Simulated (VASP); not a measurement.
# WC (P-6m2) in VASP: electric field gradients with LDA

Aim: the electric field gradients of WC with LDA.

Program: VASP 6.6.1. These are calculated values, not measurements. Logs are shortened: lines on timing, memory, paths and dates and some standing lists are left out, and cuts for length are marked.

### Step 1. The cell of the first run

The structure is hexagonal, space group P-6m2 (No. 187). Conventional cell: a = 2.901 Å, b = 2.901 Å, c = 2.829 Å, α = 90.00°, β = 90.00°, γ = 120.00°. Within 3.0 Å of W (site symmetry -6m2) lie 6 C at 2.19 Å and 8 W at 2.83 to 2.90 Å. Within 3.0 Å of C (site symmetry -6m2) lie 6 W at 2.19 Å and 8 C at 2.83 to 2.90 Å.

### Step 2. Electric field gradients, LDA

INCAR

```
ALGO = Normal
EDIFF = 1E-8
ENCUT = 1000
GGA = CA
GGA_COMPAT = F
ISIF = 2
ISMEAR = -1
LASPH = T
LCHARG = F
LEFG = T
LREAL = F
LWAVE = F
NBANDS = 16
NELM = 120
PREC = Accurate
SIGMA = 0.05
```

KPOINTS

```
k-points
0
Gamma
  13 13 12
```

POSCAR

```
WC
1.0
    2.9005014360      0.0000000000      0.0000000000
   -1.4502507180      2.5119079273      0.0000000000
    0.0000000000      0.0000000000      2.8290000000
W C
1 1
Direct
    0.0000000000      0.0000000000      0.0000000000
    0.6666666667      0.3333333333      0.5000000000
```

Potentials or basis: VASP PAW LDA potentials, release 64 (W_sv, C_h).

Run with:

```bash
> cat potpaw_LDA.64/W_sv/POTCAR potpaw_LDA.64/C_h/POTCAR > POTCAR
> mpirun -np 1 vasp_std > vasp.out
```

OUTCAR:

```text
EDIFF = 1E-8
   ENCUT = 1000
   GGA = CA
   ISIF = 2
   ISMEAR = -1
   LASPH = T
   LREAL = F
   NELM = 120
   PREC = Accurate

 ion  position               nearest neighbor table
   1  0.000  0.000  0.000-   2 2.19   2 2.19   2 2.19   2 2.19   2 2.19   2 2.19
   2  0.667  0.333  0.500-   1 2.19   1 2.19   1 2.19   1 2.19   1 2.19   1 2.19

  LATTYP: Found a hexagonal cell.
 ALAT       =     2.9005014360
 C/A-ratio  =     0.9753485949

  Lattice vectors:

 A1 = (   2.9005014360,   0.0000000000,   0.0000000000)
 A2 = (  -1.4502507180,   2.5119079273,   0.0000000000)
 A3 = (   0.0000000000,   0.0000000000,   2.8290000000)

Analysis of symmetry for initial positions (statically):
=====================================================================
 Subroutine PRICEL returns:
 Original cell was already a primitive cell.

 Routine SETGRP: Setting up the symmetry group for a
 hexagonal supercell.

 Subroutine GETGRP returns: Found 12 space group operations
 (whereof 12 operations were pure point group operations)
 out of a pool of 24 trial point group operations.

The static configuration has the point symmetry D_3h.

Analysis of symmetry for dynamics (positions and initial velocities):
=====================================================================
 Subroutine PRICEL returns:
 Original cell was already a primitive cell.

 Routine SETGRP: Setting up the symmetry group for a
 hexagonal supercell.

 Subroutine GETGRP returns: Found 12 space group operations
 (whereof 12 operations were pure point group operations)
 out of a pool of 24 trial point group operations.

The dynamic configuration has the point symmetry D_3h.

 Subroutine INISYM returns: Found 12 space group operations
 (whereof 12 operations are pure point group operations),
 and found     1 'primitive' translations

----------------------------------------------------------------------------------------

                                     Primitive cell

  volume of cell :      20.6115

  direct lattice vectors                    reciprocal lattice vectors
     2.900501436  0.000000000  0.000000000     0.344767973  0.199051882  0.000000000
    -1.450250718  2.511907927  0.000000000     0.000000000  0.398103764  0.000000000
     0.000000000  0.000000000  2.829000000     0.000000000  0.000000000  0.353481796

  length of vectors
     2.900501436  2.900501436  2.829000000     0.398103764  0.398103764  0.353481796

  position of ions in fractional coordinates (direct lattice)
     0.000000000  0.000000000  0.000000000
     0.666666667  0.333333333  0.500000000

  ion indices of the primitive-cell ions
   primitive index   ion index
                 1           1
                 2           2

----------------------------------------------------------------------------------------

 KPOINTS: k-points

Automatic generation of k-mesh.
 Grid dimensions read from file:
 generate k-points for:   13   13   12

 Generating k-lattice:

  Cartesian coordinates                     Fractional coordinates (reciprocal lattice)
     0.026520613  0.015311683  0.000000000     0.076923077 -0.000000000  0.000000000
     0.000000000  0.030623366  0.000000000     0.000000000  0.076923077  0.000000000
     0.000000000  0.000000000  0.029456816     0.000000000  0.000000000  0.083333333

  Length of vectors
     0.030623366  0.030623366  0.029456816

  Shift w.r.t. Gamma in fractional coordinates (k-lattice)
     0.000000000  0.000000000  0.000000000

 Subroutine IBZKPT returns following result:
 ===========================================

 Found    147 irreducible k-points:

 Following reciprocal coordinates:
            Coordinates               Weight
  0.000000  0.000000  0.000000      1.000000
  0.076923 -0.000000  0.000000      6.000000
  0.153846  0.000000  0.000000      6.000000
  0.230769  0.000000  0.000000      6.000000
  0.307692  0.000000  0.000000      6.000000
  0.384615  0.000000  0.000000      6.000000
[... 16 lines left out ...]
  0.076923 -0.000000  0.083333     12.000000
  0.153846  0.000000  0.083333     12.000000
 [... further k-points ...]
   k-points           NKPTS =    147   k-points in BZ     NKDIM =    147   number of bands    NBANDS=     16
   number of dos      NEDOS =    301   number of ions     NIONS =      2
   total plane-waves  NPLWV =  27000
   dimension x,y,z NGX =    30 NGY =   30 NGZ =   30
   dimension x,y,z NGXF=    60 NGYF=   60 NGZF=   60
   ions per type =               1   1
   NGX,Y,Z   is equivalent  to a cutoff of  17.19, 17.19, 17.63 a.u.
   NGXF,Y,Z  is equivalent  to a cutoff of  34.39, 34.39, 35.26 a.u.
 SYSTEM =  unknown system
   PREC   = accura    normal or accurate (medium, high low for compatibility)
   ISTART =      0    job   : 0-new  1-cont  2-samecut
   ICHARG =      2    charge: 1-file 2-atom 10-const
   ISPIN  =      1    spin polarized calculation?
   LNONCOLLINEAR =      F non collinear calculations
   LSORBIT =      F    spin-orbit coupling
   LASPH  =      T    aspherical Exc in radial PAW
   ENCUT  = 1000.0 eV  73.50 Ry    8.57 a.u.   7.48  7.48  7.29*2*pi/ulx,y,z
   NELM   =    120;   NELMIN=  2; NELMDL= -5     # of ELM steps
   EDIFF  = 0.1E-07   stopping-criterion for ELM
   LREAL  =      F    real-space projection
   EDIFFG = 0.1E-06   stopping-criterion for IOM
   NSW    =      0    number of steps for IOM
   IBRION =     -1    ionic relax: 0-MD 1-quasi-New 2-CG
   NFREE  =      0    steps in history (QN), initial steepest desc. (CG)
   ISIF   =      2    stress and relaxation
   ISYM   =      2    0-nonsym 1-usesym 2-fastsym
   POTIM  = 0.5000    time-step for ionic-motion
   TEBEG  =    0.0;   TEEND  =   0.0 temperature during run
   PSTRESS=    0.0 pullay stress
   NELECT =      18.0000    total number of electrons
   NUPDOWN=      -1.0000    fix difference up-down
   EMIN   =  10.00;   EMAX   =-10.00  energy-range for DOS
   EFERMI =   0.00;   METHOD = LEGACY
   ISMEAR =    -1;   SIGMA  =   0.05  broadening in eV -4-tet -1-fermi 0-gaus
   EFERMI_NEDOS =   21; number of points for ismear=-14 and -15
   IALGO  =     38    algorithm
   IMIX   =      4    mixing-type and parameters
     AMIX     =   0.40;   BMIX     =  1.00
     AMIX_MAG =   1.60;   BMIX_MAG =  1.00
  volume/ion in A,a.u.               =      10.31        69.55
  Fermi-wavevector in a.u.,A,eV,Ry     =   1.564813  2.957068 33.315762  2.448639
  Thomas-Fermi vector in A             =   2.667381
   LORBIT       =      0    0 simple, 1 ext, 2 COOP (PROOUT), +10 PAW based schemes
   GGA     = CA    functional components
   LHFCALC =     F    Hartree Fock is set to
   AEXX    =    0.0000 exact exchange contribution
   IVDW    =     0    specifies the selected vdW correction
   LEPSILON=     F    determine dielectric tensor
   LRPA    =     F    only Hartree local field effects (RPA)
 non-spin polarized calculation
  energy-cutoff  :     1000.00
  volume of cell :       20.61
 maximum number of plane-waves:      1509
 NGX is ok and might be reduce to    30
   NGX = 15   NGY = 15   NGZ = 15

 number of electron      18.0000001 magnetization

 Free energy of the ion-electron system (eV)
  ---------------------------------------------------
  ext. energy  EPLUGINS =         0.00000000
  ---------------------------------------------------
  free energy    TOTEN  =       -24.70649975 eV

  energy without entropy =      -24.70398366  energy(sigma->0) =      -24.70524170

 E-fermi :  11.4113     XC(G=0): -14.0573

 val. band max:       11.3774540288   @ k =   0.0769   0.0769   0.5000
 cond. band min:      11.4293750720   @ k =   0.4615   0.0769   0.4167
 fundamental gap:      0.0519210432
 Fermi energy:        11.4112966248

 k-point     1 :       0.0000    0.0000    0.0000
  band No.  band energies     occupation
      1     -62.1244      2.00000
      2     -26.3664      2.00000
      3     -26.2613      2.00000
      4     -26.2613      2.00000
      5      -2.9312      2.00000
      6       7.0395      2.00000
[... 8 lines left out ...]
     15      25.8670      0.00000
     16      28.2294      0.00000
[... 419 lines left out ...]
 k-point    24 :       0.1538    0.0000    0.0833
  band No.  band energies     occupation
      1     -62.1081      2.00000
      2     -26.4488      2.00000
      3     -26.3941      2.00000
      4     -26.3001      2.00000
      5      -2.1645      2.00000
      6       6.8618      2.00000
[... 8 lines left out ...]
     15      25.0833      0.00000
     16      29.3687      0.00000

 [... further k-points ...]

------------------------ aborting loop because EDIFF is reached ----------------------------------------

  FORCE on cell =-STRESS in cart. coord.  units (eV):
  Direction    XX          YY          ZZ          XY          YZ          ZX
  --------------------------------------------------------------------------------------
  -------------------------------------------------------------------------------------
  Total       -0.5508565     -0.5508565     -0.7219070      0.0000000      0.0000000      0.0000000
  in kB      -42.8192741    -42.8192741    -56.1154002      0.0000000      0.0000000      0.0000000
  external PRESSURE =     -47.2513161 kB  Pullay stress =       0.0000000 kB

 VOLUME and BASIS-vectors are now :
 -----------------------------------------------------------------------------
  energy-cutoff  :     1000.00
  volume of cell :       20.61
      direct lattice vectors                 reciprocal lattice vectors
     2.900501436  0.000000000  0.000000000     0.344767973  0.199051882  0.000000000
    -1.450250718  2.511907927  0.000000000     0.000000000  0.398103764  0.000000000
     0.000000000  0.000000000  2.829000000     0.000000000  0.000000000  0.353481796

 POSITION                                       TOTAL-FORCE (eV/Angst)
 -----------------------------------------------------------------------------------
      0.00000      0.00000      0.00000         0.000000      0.000000      0.000000
      1.45025      0.83730      1.41450        -0.000000      0.000000      0.000000
 -----------------------------------------------------------------------------------
    total drift:                               -0.000000      0.000000      0.000000

  FREE ENERGIE OF THE ION-ELECTRON SYSTEM (eV)
  ---------------------------------------------------
  free  energy   TOTEN  =       -24.7064997465 eV

  energy  without entropy=      -24.7039836560  energy(sigma->0) =      -24.70524170

 Electric field gradients (V/A^2)
---------------------------------------------------------------------
 ion       V_xx      V_yy      V_zz      V_xy      V_xz      V_yz
---------------------------------------------------------------------
   1      77.677    77.677  -155.355    -0.000    -0.000     0.000
   2      -0.136    -0.136     0.272     0.000     0.000     0.000
---------------------------------------------------------------------

 Electric field gradients after diagonalization (V/A^2)
 (convention: |V_zz| > |V_xx| > |V_yy|)
----------------------------------------------------------------------
 ion       V_xx      V_yy      V_zz     asymmetry (V_yy - V_xx)/ V_zz
----------------------------------------------------------------------
   1      77.677    77.677  -155.355       0.000
   2      -0.136    -0.136     0.272       0.001
----------------------------------------------------------------------

           NMR quadrupolar parameters

 Cq : quadrupolar parameter    Cq=e*Q*V_zz/h
 eta: asymmetry parameters     (V_yy - V_xx)/ V_zz
 Q  : nuclear electric quadrupole moment in mb (millibarn)
----------------------------------------------------------------------
 ion       Cq(MHz)       eta       Q (mb)
----------------------------------------------------------------------
   1      -0.376       0.000       1.000
   2       0.001       0.001       1.000
----------------------------------------------------------------------
```

Wall time 2.9 min (1 thread of AMD EPYC, shared host); peak memory 0.23 GiB.

Results:

```yaml
Free_energy: -24.7065 eV
Pressure: -4.7 GPa
Band_gap_on_the_k_mesh: zero (bands 9 and 10 overlap by 1.27 eV)
Largest_electric_field_gradient_by_atom: W -155.4; C +0.3 V/Å²
```

Electric field gradients, principal values (V/Å²):
| atom | least | middle | greatest (by size) |
| --- | --- | --- | --- |
| 1 W | 77.677 | 77.677 | -155.355 |
| 2 C | -0.136 | -0.136 | 0.272 |

Caveat: the cell stands under tension; without QUAD_EFG the Cq values of the log hold for a quadrupole moment of 1 mb, not for the nuclei; spin-orbit coupling is left out, which moves the levels of the heavy elements.

The gap in the log of VASP goes by the Fermi energy; the results here count the filled bands.